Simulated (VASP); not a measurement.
# Pt4Au in VASP: further runs

Pt4Au is run at these levels: PBEsol; tasks: single point.

Program: VASP 6.6.1. These are calculated values, not measurements. Logs are shortened: lines on timing, memory, paths and dates and some standing lists are left out, and cuts for length are marked.

## 1. The cell of the first run

The cell holds a slab with vacuum, 5 atoms: a = 2.771 Å, b = 2.771 Å, c = 23.838 Å, α = 90.00°, β = 90.00°, γ = 90.00°.

## 2. Single point, PBEsol

INCAR reads:

```
  PREC = Accurate
  ENCUT = 520
  EDIFF = 1E-6
  ISMEAR = -1
  SIGMA = 0.08
  LREAL = False
  LASPH = True
  NELM = 60
  ALGO = Normal
  ISIF = 2
  LWAVE = False
  LCHARG = True
  LDIPOL = True
  IDIPOL = 3
  DIPOL = 0.5 0.5 0.500
  GGA = PS
  LELF = True
  LVHAR = True
  LVACPOTAV = True
  NBANDS = 34
```

KPOINTS reads:

```
regular mesh
0
Gamma
  13 13 1
```

POSCAR reads:

```
Pt4Au
1.0
    2.7712080012      0.0000000000      0.0000000000
    0.0000000000      2.7712080012      0.0000000000
    0.0000000000      0.0000000000     23.8382000000
Au Pt
1 4
Direct
    0.0000000000      0.0000000000      0.3382467083
    0.5000000000      0.5000000000      0.4182364288
    0.0000000000      0.0000000000      0.5000000000
    0.5000000000      0.5000000000      0.5817635707
    0.0000000000      0.0000000000      0.6617532922
```

Potentials or basis: VASP PAW PBE potentials, release 64 (Au, Pt).

Started as:

```console
$ cat potpaw_PBE.64/Au/POTCAR potpaw_PBE.64/Pt/POTCAR > POTCAR
$ mpirun -np 1 vasp_std > vasp.out
```

OUTCAR:

```text
PREC = Accurate
   ENCUT = 520
   EDIFF = 1E-6
   ISMEAR = -1
   LREAL = False
   LASPH = True
   NELM = 60
   ISIF = 2
   GGA = PS

 ion  position               nearest neighbor table
   1  0.000  0.000  0.338-   2 2.73   2 2.73   2 2.73   2 2.73
   2  0.500  0.500  0.418-   1 2.73   1 2.73   1 2.73   1 2.73   3 2.76   3 2.76   3 2.76   3 2.76

   3  0.000  0.000  0.500-   4 2.76   4 2.76   4 2.76   4 2.76   2 2.76   2 2.76   2 2.76   2 2.76

   4  0.500  0.500  0.582-   5 2.73   5 2.73   5 2.73   5 2.73   3 2.76   3 2.76   3 2.76   3 2.76

   5  0.000  0.000  0.662-   4 2.73   4 2.73   4 2.73   4 2.73

  LATTYP: Found a simple tetragonal cell.
 ALAT       =     2.7712080012
 C/A-ratio  =     8.6020969879

  Lattice vectors:

 A1 = (   2.7712080012,   0.0000000000,   0.0000000000)
 A2 = (   0.0000000000,   2.7712080012,   0.0000000000)
 A3 = (   0.0000000000,   0.0000000000,  23.8382000000)

Analysis of symmetry for initial positions (statically):
=====================================================================
 Subroutine PRICEL returns:
 Original cell was already a primitive cell.

 Routine SETGRP: Setting up the symmetry group for a
 simple tetragonal supercell.

 Subroutine GETGRP returns: Found  8 space group operations
 (whereof  8 operations were pure point group operations)
 out of a pool of 16 trial point group operations.

The static configuration has the point symmetry C_4v.

Analysis of symmetry for dynamics (positions and initial velocities):
=====================================================================
 Subroutine PRICEL returns:
 Original cell was already a primitive cell.

 Routine SETGRP: Setting up the symmetry group for a
 simple tetragonal supercell.

 Subroutine GETGRP returns: Found  8 space group operations
 (whereof  8 operations were pure point group operations)
 out of a pool of 16 trial point group operations.

The dynamic configuration has the point symmetry C_4v.

 Subroutine INISYM returns: Found  8 space group operations
 (whereof  8 operations are pure point group operations),
 and found     1 'primitive' translations

----------------------------------------------------------------------------------------

                                     Primitive cell

  volume of cell :     183.0677

  direct lattice vectors                    reciprocal lattice vectors
     2.771208001  0.000000000  0.000000000     0.360853462  0.000000000  0.000000000
     0.000000000  2.771208001  0.000000000     0.000000000  0.360853462  0.000000000
     0.000000000  0.000000000 23.838200000     0.000000000  0.000000000  0.041949476

  length of vectors
     2.771208001  2.771208001 23.838200000     0.360853462  0.360853462  0.041949476

  position of ions in fractional coordinates (direct lattice)
     0.000000000  0.000000000  0.338246708
     0.500000000  0.500000000  0.418236429
     0.000000000  0.000000000  0.500000000
     0.500000000  0.500000000  0.581763571
     0.000000000  0.000000000  0.661753292

  ion indices of the primitive-cell ions
   primitive index   ion index
                 1           1
                 2           2
                 3           3
                 4           4
                 5           5

----------------------------------------------------------------------------------------

 KPOINTS: regular mesh

Automatic generation of k-mesh.
 Grid dimensions read from file:
 generate k-points for:   13   13    1

 Generating k-lattice:

  Cartesian coordinates                     Fractional coordinates (reciprocal lattice)
     0.027757959  0.000000000  0.000000000     0.076923077  0.000000000  0.000000000
     0.000000000  0.027757959  0.000000000     0.000000000  0.076923077  0.000000000
     0.000000000  0.000000000  0.041949476     0.000000000  0.000000000  1.000000000

  Length of vectors
     0.027757959  0.027757959  0.041949476

  Shift w.r.t. Gamma in fractional coordinates (k-lattice)
     0.000000000  0.000000000  0.000000000

 Subroutine IBZKPT returns following result:
 ===========================================

 Found     28 irreducible k-points:

 Following reciprocal coordinates:
            Coordinates               Weight
  0.000000  0.000000  0.000000      1.000000
  0.076923  0.000000  0.000000      4.000000
  0.153846  0.000000  0.000000      4.000000
  0.230769  0.000000  0.000000      4.000000
  0.307692  0.000000  0.000000      4.000000
  0.384615  0.000000  0.000000      4.000000
[... 16 lines left out ...]
  0.307692  0.307692  0.000000      4.000000
  0.384615  0.307692  0.000000      8.000000
 [... further k-points ...]
   k-points           NKPTS =     28   k-points in BZ     NKDIM =     28   number of bands    NBANDS=     34
   number of dos      NEDOS =    301   number of ions     NIONS =      5
   total plane-waves  NPLWV = 103680
   dimension x,y,z NGX =    24 NGY =   24 NGZ =  180
   dimension x,y,z NGXF=    48 NGYF=   48 NGZF=  360
   ions per type =               1   4
   NGX,Y,Z   is equivalent  to a cutoff of  14.40, 14.40, 12.55 a.u.
   NGXF,Y,Z  is equivalent  to a cutoff of  28.80, 28.80, 25.11 a.u.
 SYSTEM =  unknown system
   PREC   = accura    normal or accurate (medium, high low for compatibility)
   ISTART =      0    job   : 0-new  1-cont  2-samecut
   ICHARG =      2    charge: 1-file 2-atom 10-const
   ISPIN  =      1    spin polarized calculation?
   LNONCOLLINEAR =      F non collinear calculations
   LSORBIT =      F    spin-orbit coupling
   LASPH  =      T    aspherical Exc in radial PAW
   ENCUT  =  520.0 eV  38.22 Ry    6.18 a.u.   5.15  5.15 44.32*2*pi/ulx,y,z
   NELM   =     60;   NELMIN=  2; NELMDL= -5     # of ELM steps
   EDIFF  = 0.1E-05   stopping-criterion for ELM
   LREAL  =      F    real-space projection
   EDIFFG = 0.1E-04   stopping-criterion for IOM
   NSW    =      0    number of steps for IOM
   IBRION =     -1    ionic relax: 0-MD 1-quasi-New 2-CG
   NFREE  =      0    steps in history (QN), initial steepest desc. (CG)
   ISIF   =      2    stress and relaxation
   ISYM   =      2    0-nonsym 1-usesym 2-fastsym
   POTIM  = 0.5000    time-step for ionic-motion
   TEBEG  =    0.0;   TEEND  =   0.0 temperature during run
   PSTRESS=    0.0 pullay stress
   NELECT =      51.0000    total number of electrons
   NUPDOWN=      -1.0000    fix difference up-down
   EMIN   =  10.00;   EMAX   =-10.00  energy-range for DOS
   EFERMI =   0.00;   METHOD = LEGACY
   ISMEAR =    -1;   SIGMA  =   0.08  broadening in eV -4-tet -1-fermi 0-gaus
   EFERMI_NEDOS =   21; number of points for ismear=-14 and -15
   IALGO  =     38    algorithm
   IMIX   =      4    mixing-type and parameters
     AMIX     =   0.40;   BMIX     =  1.00
     AMIX_MAG =   1.60;   BMIX_MAG =  1.00
  volume/ion in A,a.u.               =      36.61       247.08
  Fermi-wavevector in a.u.,A,eV,Ry     =   1.069205  2.020505 15.554172  1.143199
  Thomas-Fermi vector in A             =   2.204877
   LORBIT       =      0    0 simple, 1 ext, 2 COOP (PROOUT), +10 PAW based schemes
   GGA     = PS    functional components
   LHFCALC =     F    Hartree Fock is set to
   AEXX    =    0.0000 exact exchange contribution
   IVDW    =     0    specifies the selected vdW correction
   LEPSILON=     F    determine dielectric tensor
   LRPA    =     F    only Hartree local field effects (RPA)
 non-spin polarized calculation
  energy-cutoff  :      520.00
  volume of cell :      183.07
 maximum number of plane-waves:      4960
 NGX is ok and might be reduce to    24
   NGX = 11   NGY = 11   NGZ = 89

 dipolmoment           0.000000      0.000000     -0.061182 electrons x Angstroem

 number of electron      50.9999996 magnetization

 dipolmoment           0.000000      0.000000      0.018503 electrons x Angstroem

 Free energy of the ion-electron system (eV)
  ---------------------------------------------------
  ext. energy  EPLUGINS =         0.00000000
  ---------------------------------------------------
  free energy    TOTEN  =       -30.04015223 eV

  energy without entropy =      -29.88224053  energy(sigma->0) =      -29.96119638

 E-fermi :   1.2529     XC(G=0):  -6.3707

 val. band max:        1.2421238306   @ k =   0.3077   0.1538   0.0000
 cond. band min:       1.2544753656   @ k =   0.3846   0.1538   0.0000
 fundamental gap:      0.0123515349
 Fermi energy:         1.2529203890

 k-point     1 :       0.0000    0.0000    0.0000
  band No.  band energies     occupation
      1      -8.6848      2.00000
      2      -7.4767      2.00000
      3      -6.0025      2.00000
      4      -5.6895      2.00000
      5      -5.3365      2.00000
      6      -5.2514      2.00000
[... 26 lines left out ...]
     33       7.0878      0.00000
     34       7.7074      0.00000

 k-point     2 :       0.0769    0.0000    0.0000
  band No.  band energies     occupation
      1      -8.5319      2.00000
      2      -7.3430      2.00000
      3      -5.8844      2.00000
      4      -5.5774      2.00000
      5      -5.2362      2.00000
      6      -5.1372      2.00000
[... 26 lines left out ...]
     33       7.2177      0.00000
     34       7.8145      0.00000

 k-point     3 :       0.1538    0.0000    0.0000
  band No.  band energies     occupation
      1      -8.0940      2.00000
      2      -6.9844      2.00000
      3      -5.6305      2.00000
      4      -5.3460      2.00000
      5      -4.9357      2.00000
      6      -4.8857      2.00000
[... 26 lines left out ...]
     33       7.6112      0.00000
     34       8.1135      0.00000
[... 704 lines left out ...]
 k-point    23 :       0.3077    0.3077    0.0000
  band No.  band energies     occupation
      1      -5.4210      2.00000
      2      -4.7090      2.00000
      3      -4.5507      2.00000
      4      -4.5112      2.00000
      5      -4.3719      2.00000
      6      -4.1547      2.00000
[... 26 lines left out ...]
     33       9.6674      0.00000
     34      10.0099      0.00000

 k-point    24 :       0.3846    0.3077    0.0000
  band No.  band energies     occupation
      1      -5.2879      2.00000
      2      -4.9077      2.00000
      3      -4.7862      2.00000
      4      -4.6963      2.00000
      5      -4.4268      2.00000
      6      -4.3518      2.00000
[... 26 lines left out ...]
     33       9.5357      0.00000
     34       9.9130      0.00000

 [... further k-points ...]

------------------------ aborting loop because EDIFF is reached ----------------------------------------

  FORCE on cell =-STRESS in cart. coord.  units (eV):
  Direction    XX          YY          ZZ          XY          YZ          ZX
  --------------------------------------------------------------------------------------
  -------------------------------------------------------------------------------------
  Total       -0.6701204     -0.6701204      1.8794719      0.0000000      0.0000000      0.0000000
  in kB       -5.8647801     -5.8647801     16.4488186      0.0000000      0.0000000      0.0000000
  external PRESSURE =       1.5730861 kB  Pullay stress =       0.0000000 kB

 VOLUME and BASIS-vectors are now :
 -----------------------------------------------------------------------------
  energy-cutoff  :      520.00
  volume of cell :      183.07
      direct lattice vectors                 reciprocal lattice vectors
     2.771208001  0.000000000  0.000000000     0.360853462  0.000000000  0.000000000
     0.000000000  2.771208001  0.000000000     0.000000000  0.360853462  0.000000000
     0.000000000  0.000000000 23.838200000     0.000000000  0.000000000  0.041949476

 POSITION                                       TOTAL-FORCE (eV/Angst)
 -----------------------------------------------------------------------------------
      0.00000      0.00000      8.06319         0.000000      0.000000     -1.126623
      1.38560      1.38560      9.97000         0.000000     -0.000000      1.092739
      0.00000      0.00000     11.91910        -0.000000     -0.000000      0.112268
      1.38560      1.38560     13.86820         0.000000     -0.000000     -0.012824
      0.00000      0.00000     15.77501        -0.000000     -0.000000     -0.065560
 -----------------------------------------------------------------------------------
    total drift:                                0.000000     -0.000000     -0.000173

  FREE ENERGIE OF THE ION-ELECTRON SYSTEM (eV)
  ---------------------------------------------------
  free  energy   TOTEN  =       -30.0401522315 eV

  energy  without entropy=      -29.8822405277  energy(sigma->0) =      -29.96119638

 vacuum level on the upper side and lower side of the slab         7.037         6.597
```

It took 5.7 min on 1 thread of Intel Xeon Platinum 8488C (Sapphire Rapids), shared host; peak memory 0.39 GiB.

What came out:

```yaml
Free_energy: -30.0402 eV
Largest_force: 1.127 eV/Å
Band_gap_on_the_k_mesh: zero (an odd number of electrons rules out a gap without spin polarisation)
```

Forces in eV/Å, atoms in the order of the input:
```
Au   0.000  0.000 -1.127
Pt   0.000  0.000  1.093
Pt   0.000  0.000  0.112
Pt   0.000  0.000 -0.013
Pt   0.000  0.000 -0.066
```

Levels at points of the mesh, in eV from the Fermi level:
| k point | band 22 | band 23 | band 24 | band 25 | band 26 | band 27 | band 28 | band 29 | band 30 | band 31 |
| --- | --- | --- | --- | --- | --- | --- | --- | --- | --- | --- |
| (0.00, 0.00, 0.00) | -1.47 | -0.89 | -0.73 | -0.73 | -0.26 | 0.07 | 0.22 | 0.22 | 0.55 | 1.85 |

Caveat: the PAW data sets were made with another functional, which shifts forces and pressure a little; spin-orbit coupling is left out, which moves the levels of the heavy elements.

[end of part 1 of 2]
